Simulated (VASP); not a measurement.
# LiH (Fm-3m) in VASP: notebook

Runs on LiH. Level: PBEsol. Tasks: single point.

All numbers are computed with VASP 6.6.1; they aren't measurements. Logs are shortened: lines on timing, memory, paths and dates and some standing lists are left out, and cuts for length are marked.

## (1) The cell of the first run

It takes space group Fm-3m (No. 225, cubic). Conventional cell: a = 3.997 Å, b = 3.997 Å, c = 3.997 Å, α = 90.00°, β = 90.00°, γ = 90.00°. Within 2.6 Å of Li (site symmetry m-3m) lie 6 H at 2.00 Å. Within 2.6 Å of H (site symmetry m-3m) lie 6 Li at 2.00 Å.

## (2) Single point, PBEsol

Contents of INCAR:

```
PREC = Accurate
ENCUT = 520
EDIFF = 1E-6
ISMEAR = 1
SIGMA = 0.2
LREAL = F
LASPH = T
NELM = 80
ALGO = Normal
ISIF = 2
LWAVE = F
LCHARG = F
GGA = PS
NBANDS = 9
```

Contents of KPOINTS:

```
regular mesh
0
Gamma
  8 8 8
```

Contents of POSCAR:

```
LiH
1.0
    0.0000000000      1.9984726907      1.9984726907
    1.9984726907      0.0000000000      1.9984726907
    1.9984726907      1.9984726907      0.0000000000
Li H
1 1
Direct
    0.0000000000      0.0000000000      0.0000000000
    0.5000000000      0.5000000000      0.5000000000
```

Potentials or basis: VASP PAW PBE potentials, release 64 (Li_sv, H).

The run is started by

```console
$ cat potpaw_PBE.64/Li_sv/POTCAR potpaw_PBE.64/H/POTCAR > POTCAR
$ mpirun -np 1 vasp_std > vasp.out
```

OUTCAR:

```text
PREC = Accurate
   ENCUT = 520
   EDIFF = 1E-6
   ISMEAR = 1
   LREAL = F
   LASPH = T
   NELM = 80
   ISIF = 2
   GGA = PS

 ion  position               nearest neighbor table
   1  0.000  0.000  0.000-
   2  0.500  0.500  0.500-

  LATTYP: Found a face centered cubic cell.
 ALAT       =     3.9969453814

  Lattice vectors:

 A1 = (   0.0000000000,   1.9984726907,   1.9984726907)
 A2 = (   1.9984726907,   0.0000000000,   1.9984726907)
 A3 = (   1.9984726907,   1.9984726907,   0.0000000000)

Analysis of symmetry for initial positions (statically):
=====================================================================
 Subroutine PRICEL returns:
 Original cell was already a primitive cell.

 Routine SETGRP: Setting up the symmetry group for a
 face centered cubic supercell.

 Subroutine GETGRP returns: Found 48 space group operations
 (whereof 48 operations were pure point group operations)
 out of a pool of 48 trial point group operations.

The static configuration has the point symmetry O_h .

Analysis of symmetry for dynamics (positions and initial velocities):
=====================================================================
 Subroutine PRICEL returns:
 Original cell was already a primitive cell.

 Routine SETGRP: Setting up the symmetry group for a
 face centered cubic supercell.

 Subroutine GETGRP returns: Found 48 space group operations
 (whereof 48 operations were pure point group operations)
 out of a pool of 48 trial point group operations.

The dynamic configuration has the point symmetry O_h .

 Subroutine INISYM returns: Found 48 space group operations
 (whereof 48 operations are pure point group operations),
 and found     1 'primitive' translations

----------------------------------------------------------------------------------------

                                     Primitive cell

  volume of cell :      15.9634

  direct lattice vectors                    reciprocal lattice vectors
     0.000000000  1.998472691  1.998472691    -0.250191060  0.250191060  0.250191060
     1.998472691  0.000000000  1.998472691     0.250191060 -0.250191060  0.250191060
     1.998472691  1.998472691  0.000000000     0.250191060  0.250191060 -0.250191060

  length of vectors
     2.826267183  2.826267183  2.826267183     0.433343627  0.433343627  0.433343627

  position of ions in fractional coordinates (direct lattice)
     0.000000000  0.000000000  0.000000000
     0.500000000  0.500000000  0.500000000

  ion indices of the primitive-cell ions
   primitive index   ion index
                 1           1
                 2           2

----------------------------------------------------------------------------------------

 KPOINTS: regular mesh

Automatic generation of k-mesh.
 Grid dimensions read from file:
 generate k-points for:    8    8    8

 Generating k-lattice:

  Cartesian coordinates                     Fractional coordinates (reciprocal lattice)
    -0.031273882  0.031273882  0.031273882     0.125000000  0.000000000  0.000000000
     0.031273882 -0.031273882  0.031273882     0.000000000  0.125000000  0.000000000
     0.031273882  0.031273882 -0.031273882     0.000000000  0.000000000  0.125000000

  Length of vectors
     0.054167953  0.054167953  0.054167953

  Shift w.r.t. Gamma in fractional coordinates (k-lattice)
     0.000000000  0.000000000  0.000000000

 Subroutine IBZKPT returns following result:
 ===========================================

 Found     29 irreducible k-points:

 Following reciprocal coordinates:
            Coordinates               Weight
  0.000000  0.000000  0.000000      1.000000
  0.125000  0.000000  0.000000      8.000000
  0.250000  0.000000  0.000000      8.000000
  0.375000  0.000000  0.000000      8.000000
  0.500000  0.000000  0.000000      4.000000
  0.125000  0.125000  0.000000      6.000000
[... 16 lines left out ...]
  0.500000  0.250000  0.125000     48.000000
 -0.375000  0.250000  0.125000     24.000000
 [... further k-points ...]
   k-points           NKPTS =     29   k-points in BZ     NKDIM =     29   number of bands    NBANDS=      9
   number of dos      NEDOS =    301   number of ions     NIONS =      2
   total plane-waves  NPLWV =  13824
   dimension x,y,z NGX =    24 NGY =   24 NGZ =   24
   dimension x,y,z NGXF=    48 NGYF=   48 NGZF=   48
   ions per type =               1   1
   NGX,Y,Z   is equivalent  to a cutoff of  14.12, 14.12, 14.12 a.u.
   NGXF,Y,Z  is equivalent  to a cutoff of  28.23, 28.23, 28.23 a.u.
 SYSTEM =  unknown system
   PREC   = accura    normal or accurate (medium, high low for compatibility)
   ISTART =      0    job   : 0-new  1-cont  2-samecut
   ICHARG =      2    charge: 1-file 2-atom 10-const
   ISPIN  =      1    spin polarized calculation?
   LNONCOLLINEAR =      F non collinear calculations
   LSORBIT =      F    spin-orbit coupling
   LASPH  =      T    aspherical Exc in radial PAW
   ENCUT  =  520.0 eV  38.22 Ry    6.18 a.u.   5.25  5.25  5.25*2*pi/ulx,y,z
   NELM   =     80;   NELMIN=  2; NELMDL= -5     # of ELM steps
   EDIFF  = 0.1E-05   stopping-criterion for ELM
   LREAL  =      F    real-space projection
   EDIFFG = 0.1E-04   stopping-criterion for IOM
   NSW    =      0    number of steps for IOM
   IBRION =     -1    ionic relax: 0-MD 1-quasi-New 2-CG
   NFREE  =      0    steps in history (QN), initial steepest desc. (CG)
   ISIF   =      2    stress and relaxation
   ISYM   =      2    0-nonsym 1-usesym 2-fastsym
   POTIM  = 0.5000    time-step for ionic-motion
   TEBEG  =    0.0;   TEEND  =   0.0 temperature during run
   PSTRESS=    0.0 pullay stress
   NELECT =       4.0000    total number of electrons
   NUPDOWN=      -1.0000    fix difference up-down
   EMIN   =  10.00;   EMAX   =-10.00  energy-range for DOS
   EFERMI =   0.00;   METHOD = LEGACY
   ISMEAR =     1;   SIGMA  =   0.20  broadening in eV -4-tet -1-fermi 0-gaus
   EFERMI_NEDOS =   21; number of points for ismear=-14 and -15
   IALGO  =     38    algorithm
   IMIX   =      4    mixing-type and parameters
     AMIX     =   0.40;   BMIX     =  1.00
     AMIX_MAG =   1.60;   BMIX_MAG =  1.00
  volume/ion in A,a.u.               =       7.98        53.86
  Fermi-wavevector in a.u.,A,eV,Ry     =   1.032096  1.950378 14.493217  1.065221
  Thomas-Fermi vector in A             =   2.166276
   LORBIT       =      0    0 simple, 1 ext, 2 COOP (PROOUT), +10 PAW based schemes
   GGA     = PS    functional components
   LHFCALC =     F    Hartree Fock is set to
   AEXX    =    0.0000 exact exchange contribution
   IVDW    =     0    specifies the selected vdW correction
   LEPSILON=     F    determine dielectric tensor
   LRPA    =     F    only Hartree local field effects (RPA)
 non-spin polarized calculation
 Methfessel and Paxton  Order N= 1 SIGMA  =   0.20
  energy-cutoff  :      520.00
  volume of cell :       15.96
 maximum number of plane-waves:       445
 NGX is ok and might be reduce to    24
   NGX = 11   NGY = 11   NGZ = 11

 number of electron       3.9999996 magnetization

 Free energy of the ion-electron system (eV)
  ---------------------------------------------------
  ext. energy  EPLUGINS =         0.00000000
  ---------------------------------------------------
  free energy    TOTEN  =        -6.11982651 eV

  energy without entropy =       -6.12039210  energy(sigma->0) =       -6.12001504

 E-fermi :   0.2866     XC(G=0):  -8.6389

 val. band max:        0.1982817628   @ k =   0.5000   0.5000   0.0000
 cond. band min:       2.9376338288   @ k =   0.5000   0.5000   0.0000
 fundamental gap:      2.7393520660
 Fermi energy:         0.2866475406

 k-point     1 :       0.0000    0.0000    0.0000
  band No.  band energies     occupation
      1     -43.4974      2.00000
      2      -5.3782      2.00000
      3      16.4152      0.00000
      4      18.0135      0.00000
      5      18.0135      0.00000
      6      18.0136      0.00000
      7      22.6434      0.00000
      8      22.6434      0.00000
      9      22.6434      0.00000

 k-point     2 :       0.1250    0.0000    0.0000
  band No.  band energies     occupation
      1     -43.4901      2.00000
      2      -5.1007      2.00000
      3      14.0387      0.00000
      4      16.7457      0.00000
      5      17.4433      0.00000
      6      17.4433      0.00000
      7      22.1886      0.00000
      8      23.8490      0.00000
      9      23.8490      0.00000

 k-point     3 :       0.2500    0.0000    0.0000
  band No.  band energies     occupation
      1     -43.4719      2.00000
      2      -4.3042      2.00000
      3       9.7988      0.00000
      4      15.2571      0.00000
      5      16.7293      0.00000
      6      16.7293      0.00000
      7      22.2684      0.00000
      8      22.2684      0.00000
      9      23.6671      0.00000

 k-point     4 :       0.3750    0.0000    0.0000
  band No.  band energies     occupation
      1     -43.4536      2.00000
      2      -3.1909      2.00000
      3       6.3719      0.00000
      4      14.2098      0.00000
      5      16.5050      0.00000
      6      16.5050      0.00000
      7      20.0756      0.00000
      8      20.0756      0.00000
      9      25.9266      0.00000
[... 205 lines left out ...]
 k-point    22 :       0.3750    0.2500    0.1250
  band No.  band energies     occupation
      1     -43.4585      2.00000
      2      -3.5238      2.00000
      3       9.7078      0.00000
      4      10.3363      0.00000
      5      14.3215      0.00000
      6      17.7830      0.00000
      7      20.1673      0.00000
      8      23.9941      0.00000
      9      27.8318      0.00000

 k-point    23 :       0.5000    0.2500    0.1250
  band No.  band energies     occupation
      1     -43.4441      2.00000
      2      -2.3328      2.00000
      3       6.5841      0.00000
      4       9.2034      0.00000
      5      13.6378      0.00000
      6      16.9502      0.00000
      7      22.4042      0.00000
      8      24.5090      0.00000
      9      27.2914      0.00000

 k-point    24 :      -0.3750    0.2500    0.1250
  band No.  band energies     occupation
      1     -43.4381      2.00000
      2      -1.5957      2.00000
      3       5.0782      0.00000
      4       8.9126      0.00000
      5      13.3834      0.00000
      6      16.5418      0.00000
      7      23.2016      0.00000
      8      26.2752      0.00000
      9      27.4522      0.00000

 [... further k-points ...]
[... 5 lines left out ...]
  --------------------------------------------------------------------------------------
  -------------------------------------------------------------------------------------
  Total       -0.0638930     -0.0638930     -0.0638930     -0.0000000     -0.0000000      0.0000000
  in kB       -6.4126770     -6.4126770     -6.4126770     -0.0000000     -0.0000000      0.0000000
  external PRESSURE =      -6.4126770 kB  Pullay stress =       0.0000000 kB

 VOLUME and BASIS-vectors are now :
 -----------------------------------------------------------------------------
  energy-cutoff  :      520.00
  volume of cell :       15.96
      direct lattice vectors                 reciprocal lattice vectors
     0.000000000  1.998472691  1.998472691    -0.250191060  0.250191060  0.250191060
     1.998472691  0.000000000  1.998472691     0.250191060 -0.250191060  0.250191060
     1.998472691  1.998472691  0.000000000     0.250191060  0.250191060 -0.250191060

 POSITION                                       TOTAL-FORCE (eV/Angst)
 -----------------------------------------------------------------------------------
      0.00000      0.00000      0.00000         0.000000     -0.000000     -0.000000
      1.99847      1.99847      1.99847         0.000000      0.000000      0.000000
 -----------------------------------------------------------------------------------
    total drift:                                0.000000     -0.000000     -0.000000

  FREE ENERGIE OF THE ION-ELECTRON SYSTEM (eV)
  ---------------------------------------------------
  free  energy   TOTEN  =        -6.1198265088 eV

  energy  without entropy=       -6.1203920964  energy(sigma->0) =       -6.12001504
```

Run time: 5 s. Hardware: 1 thread of AMD EPYC 7R13 (Zen 3), shared host; peak memory 0.1 GiB.

What came out:

```
Free energy            : -6.1198 eV
Band gap on the k mesh : 2.74 eV, direct
```

Levels at points of the mesh, in eV from the valence-band top:
```tsv
k point	band 1	band 2	band 3	band 4	band 5
(0.00, 0.00, 0.00)	-43.70	-5.58	16.22	17.82	17.82
(0.50, 0.00, 0.00)	-43.64	-2.73	4.72	13.64	16.37
(0.50, 0.50, 0.00)	-43.63	0.00	2.74	10.66	10.66
```

Caveat: the cutoff is under 1.25 times the usual one of these potentials, so pressure, stress and relaxed cells hold a basis-set (Pulay) error; the PAW data sets were made with another functional, which shifts forces and pressure a little.

(Part 1 of 2 ends here.)
